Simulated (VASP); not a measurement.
A run of VASP 6.6.1 is set up as follows.

Contents of INCAR:

```
PREC = Accurate ; ENCUT = 520
EDIFF = 1E-6 ; ISMEAR = -1
SIGMA = 0.05 ; LREAL = False
LASPH = True ; NELM = 80
ALGO = Normal ; ISIF = 2
LWAVE = False ; LCHARG = True
GGA = PE ; LELF = True
LVHAR = True ; NBANDS = 20
```

KPOINTS

```
regular mesh
0
Gamma
  10 10 10
```

File POSCAR:

```
MoS2
1.0
    1.5814998900      0.9130793900      6.1233282100
   -1.5814998900      0.9130793900      6.1233282100
    0.0000000000     -1.8261587800      6.1233282100
Mo S
1 2
Direct
    0.0000000000      0.0000000000      0.0000000000
    0.7484000000      0.7484000000      0.7484000000
    0.5849000000      0.5849000000      0.5849000000
```

Potentials or basis: VASP PAW PBE potentials, release 64 (Mo_sv, S).

The run is started by

```bash
$ cat potpaw_PBE.64/Mo_sv/POTCAR potpaw_PBE.64/S/POTCAR > POTCAR
$ mpirun -np 1 vasp_std > vasp.out
```

**Question.** Predict the largest force.

**Answer.** 1.273 eV/Å.

**Question.** Predict the pressure.

**Answer.** 9.1 GPa.

**Question.** Predict the band gap on the k mesh.

**Answer.** 0.82 eV, indirect (least direct gap 1.92 eV).

Stress tensor (GPa, compression positive):
```
 6.79  0.00  0.00
 0.00  6.79  0.00
 0.00  0.00 13.72
```

Caveat: forces of over 1 eV/Å act on the atoms, so gaps and moduli don't describe the material at rest. A k mesh can miss the band edges.
